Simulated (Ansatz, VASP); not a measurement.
# Sr: VASP beside Ansatz

```xyz
2
Lattice="1.9094 3.3072 0.0000 -1.9094 3.3072 0.0000 0.0000 0.0000 6.0533" Properties=species:S:1:pos:R:3 pbc="T T T"
Sr   -0.0002    2.2049    1.5133
Sr   -0.0002    4.4094    4.5400
```

Alike in both runs: task single point; functional r2SCAN; k mesh 10 × 10 × 6; no spin polarisation.

|  | VASP | Ansatz |
| --- | --- | --- |
| version | VASP 6.6.1 | Ansatz 0.2.0 |
| potentials or method | VASP PAW PBE potentials, release 64 (Sr_sv), cutoff 520 eV | PAW plane waves |
| occupations | fermi-dirac, width 0.1 eV | fermi-dirac |
| valence electrons in the cell | 20 | 20 |

```csv
,VASP,Ansatz,Ansatz less VASP
pressure (GPa),8.3,8.2,-0.07
"traceless stress, the component that is largest in VASP (GPa)",1.36,1.36,-0.001
```

VASP's potentials were made for PBE, not for r2SCAN. Ansatz's warnings: structure snapped to symmetry.
